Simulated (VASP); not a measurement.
# Al (Fm-3m) in VASP: a series of runs

Al is run at these levels: PBEsol; tasks: single point, relaxation of cell and atoms.

All numbers are computed with VASP 6.6.1; they aren't measurements. Logs are shortened: lines on timing, memory, paths and dates and some standing lists are left out, and cuts for length are marked.

## (1) The cell of the first run

Symmetry: Fm-3m, No. 225, cubic system. The conventional cell has a = 4.016 Å, b = 4.016 Å, c = 4.016 Å, α = 90.00°, β = 90.00°, γ = 90.00°. Al (site symmetry m-3m) has 12 Al at 2.84 Å within 3.7 Å.

## (2) Single point, PBEsol

INCAR reads:

```
PREC = Accurate
ENCUT = 520
EDIFF = 1E-6
ISMEAR = -1
SIGMA = 0.15
LREAL = F
LASPH = T
NELM = 60
ALGO = Fast
ISIF = 2
LWAVE = F
LCHARG = F
GGA = PS
NBANDS = 8
```

KPOINTS reads:

```
Automatic mesh
0
Gamma
  18 18 18
```

POSCAR reads:

```
Al
1.0
    0.0000000000      2.0082222517      2.0082222517
    2.0082222517      0.0000000000      2.0082222517
    2.0082222517      2.0082222517      0.0000000000
Al
1
Direct
    0.0000000000      0.0000000000      0.0000000000
```

Potentials or basis: VASP PAW PBE potentials, release 64 (Al).

On the command line:

```console
> cat potpaw_PBE.64/Al/POTCAR > POTCAR
> mpirun -np 1 vasp_std > vasp.out
```

OUTCAR:

```text
PREC = Accurate
   ENCUT = 520
   EDIFF = 1E-6
   ISMEAR = -1
   LREAL = F
   LASPH = T
   NELM = 60
   ISIF = 2
   GGA = PS

 ion  position               nearest neighbor table
   1  0.000  0.000  0.000-

  LATTYP: Found a face centered cubic cell.
 ALAT       =     4.0164445034

  Lattice vectors:

 A1 = (   0.0000000000,   2.0082222517,   2.0082222517)
 A2 = (   2.0082222517,   0.0000000000,   2.0082222517)
 A3 = (   2.0082222517,   2.0082222517,   0.0000000000)

Analysis of symmetry for initial positions (statically):
=====================================================================
 Subroutine PRICEL returns:
 Original cell was already a primitive cell.

 Routine SETGRP: Setting up the symmetry group for a
 face centered cubic supercell.

 Subroutine GETGRP returns: Found 48 space group operations
 (whereof 48 operations were pure point group operations)
 out of a pool of 48 trial point group operations.

The static configuration has the point symmetry O_h .

Analysis of symmetry for dynamics (positions and initial velocities):
=====================================================================
 Subroutine PRICEL returns:
 Original cell was already a primitive cell.

 Routine SETGRP: Setting up the symmetry group for a
 face centered cubic supercell.

 Subroutine GETGRP returns: Found 48 space group operations
 (whereof 48 operations were pure point group operations)
 out of a pool of 48 trial point group operations.

The dynamic configuration has the point symmetry O_h .

 Subroutine INISYM returns: Found 48 space group operations
 (whereof 48 operations are pure point group operations),
 and found     1 'primitive' translations

----------------------------------------------------------------------------------------

                                     Primitive cell

  volume of cell :      16.1981

  direct lattice vectors                    reciprocal lattice vectors
     0.000000000  2.008222252  2.008222252    -0.248976427  0.248976427  0.248976427
     2.008222252  0.000000000  2.008222252     0.248976427 -0.248976427  0.248976427
     2.008222252  2.008222252  0.000000000     0.248976427  0.248976427 -0.248976427

  length of vectors
     2.840055145  2.840055145  2.840055145     0.431239821  0.431239821  0.431239821

  position of ions in fractional coordinates (direct lattice)
     0.000000000  0.000000000  0.000000000

  ion indices of the primitive-cell ions
[... 75 lines left out ...]
   LREAL  =      F    real-space projection
   EDIFFG = 0.1E-04   stopping-criterion for IOM
   NSW    =      0    number of steps for IOM
   IBRION =     -1    ionic relax: 0-MD 1-quasi-New 2-CG
   NFREE  =      0    steps in history (QN), initial steepest desc. (CG)
   ISIF   =      2    stress and relaxation
   ISYM   =      2    0-nonsym 1-usesym 2-fastsym
   POTIM  = 0.5000    time-step for ionic-motion
   TEBEG  =    0.0;   TEEND  =   0.0 temperature during run
   PSTRESS=    0.0 pullay stress
   NELECT =       3.0000    total number of electrons
   NUPDOWN=      -1.0000    fix difference up-down
   EMIN   =  10.00;   EMAX   =-10.00  energy-range for DOS
   EFERMI =   0.00;   METHOD = LEGACY
   ISMEAR =    -1;   SIGMA  =   0.15  broadening in eV -4-tet -1-fermi 0-gaus
   EFERMI_NEDOS =   21; number of points for ismear=-14 and -15
   IALGO  =     68    algorithm
   IMIX   =      4    mixing-type and parameters
     AMIX     =   0.40;   BMIX     =  1.00
     AMIX_MAG =   1.60;   BMIX_MAG =  1.00
  volume/ion in A,a.u.               =      16.20       109.31
  Fermi-wavevector in a.u.,A,eV,Ry     =   0.933169  1.763433 11.848004  0.870804
  Thomas-Fermi vector in A             =   2.059842
   LORBIT       =      0    0 simple, 1 ext, 2 COOP (PROOUT), +10 PAW based schemes
   GGA     = PS    functional components
   LHFCALC =     F    Hartree Fock is set to
   AEXX    =    0.0000 exact exchange contribution
   IVDW    =     0    specifies the selected vdW correction
   LEPSILON=     F    determine dielectric tensor
   LRPA    =     F    only Hartree local field effects (RPA)
 non-spin polarized calculation
 RMM-DIIS sequential band-by-band and
  energy-cutoff  :      520.00
  volume of cell :       16.20
 maximum number of plane-waves:       448
 NGX is ok and might be reduce to    24
   NGX = 11   NGY = 11   NGZ = 11

 number of electron       3.0000000 magnetization

 Free energy of the ion-electron system (eV)
  ---------------------------------------------------
  ext. energy  EPLUGINS =         0.00000000
  ---------------------------------------------------
  free energy    TOTEN  =        -4.10595264 eV

  energy without entropy =       -4.07504354  energy(sigma->0) =       -4.09049809

 E-fermi :   8.1311     XC(G=0): -10.3243

 val. band max:        8.1198905191   @ k =  -0.2778   0.2778   0.0556
 cond. band min:       8.1427275937   @ k =  -0.4444   0.3333   0.1111
 fundamental gap:      0.0228370746
 Fermi energy:         8.1310678247

 k-point     1 :       0.0000    0.0000    0.0000
  band No.  band energies     occupation
      1      -3.1145      2.00000
      2      20.8407      0.00000
      3      20.8407      0.00000
      4      20.8407      0.00000
      5      22.4727      0.00000
      6      22.4727      0.00000
      7      22.4727      0.00000
      8      24.7626      0.00000
[... 243 lines left out ...]
 k-point    24 :      -0.2222    0.0556    0.0000
  band No.  band energies     occupation
      1      -1.4540      2.00000
      2      12.0192      0.00000
      3      17.5282      0.00000
      4      20.4054      0.00000
      5      22.1633      0.00000
      6      23.2451      0.00000
      7      23.6870      0.00000
      8      25.8972      0.00000

 [... further k-points ...]

------------------------ aborting loop because EDIFF is reached ----------------------------------------

  FORCE on cell =-STRESS in cart. coord.  units (eV):
  Direction    XX          YY          ZZ          XY          YZ          ZX
  --------------------------------------------------------------------------------------
  -------------------------------------------------------------------------------------
  Total        0.0054243      0.0054243      0.0054243      0.0000000      0.0000000     -0.0000000
  in kB        0.5365283      0.5365283      0.5365283      0.0000000      0.0000000     -0.0000000
  external PRESSURE =       0.5365283 kB  Pullay stress =       0.0000000 kB

 VOLUME and BASIS-vectors are now :
 -----------------------------------------------------------------------------
  energy-cutoff  :      520.00
  volume of cell :       16.20
      direct lattice vectors                 reciprocal lattice vectors
     0.000000000  2.008222252  2.008222252    -0.248976427  0.248976427  0.248976427
     2.008222252  0.000000000  2.008222252     0.248976427 -0.248976427  0.248976427
     2.008222252  2.008222252  0.000000000     0.248976427  0.248976427 -0.248976427

 POSITION                                       TOTAL-FORCE (eV/Angst)
 -----------------------------------------------------------------------------------
      0.00000      0.00000      0.00000         0.000000      0.000000     -0.000000
 -----------------------------------------------------------------------------------
    total drift:                               -0.000000      0.000000      0.000000

  FREE ENERGIE OF THE ION-ELECTRON SYSTEM (eV)
  ---------------------------------------------------
  free  energy   TOTEN  =        -4.1059526405 eV

  energy  without entropy=       -4.0750435363  energy(sigma->0) =       -4.09049809
```

It took 16 s on 1 thread of Intel Xeon Platinum 8488C (Sapphire Rapids), shared host; peak memory 0.14 GiB.

What came out:

| Item | Value |
| --- | --- |
| Free energy | -4.1060 eV |
| Pressure | 0.1 GPa |
| Band gap on the k mesh | zero (an odd number of electrons rules out a gap without spin polarisation) |

Caveat: the PAW data sets were made with another functional, which shifts forces and pressure a little.

[end of part 1 of 2]

The gap in the log of VASP goes by the Fermi energy; the results here count the filled bands.